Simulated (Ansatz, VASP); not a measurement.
## Two plane-wave programs on Pb

```xyz
1
Lattice="0.0000 2.4752 2.4752 2.4752 0.0000 2.4752 2.4752 2.4752 0.0000" Properties=species:S:1:pos:R:3 pbc="T T T"
Pb    0.0000    0.0000    0.0000
```

Alike in both runs: task relaxation of cell and atoms; functional BLYP; k mesh 11 × 11 × 11; occupations fermi-dirac, width 0.1 eV; no spin polarisation.

|  | VASP | Ansatz |
| --- | --- | --- |
| version | VASP 6.6.1 | Ansatz 0.2.0 |
| potentials or method | VASP PAW PBE potentials, release 64 (Pb_d), cutoff 600 eV | plane waves (420 eV) with PAW, scalar-relativistic |
| valence electrons in the cell | 14 | 14 |

Ansatz gave:

* relaxed volume (Å³/atom): 34.73
* relaxed cell length with the largest relative difference (Å): 3.662

Problem. Which values does VASP return?

Solution. Relaxed volume (Å³/atom): 34.81; relaxed cell length with the largest relative difference (Å): 3.665.

VASP's potentials were made for PBE, not for BLYP.

Spin-orbit coupling is off throughout.
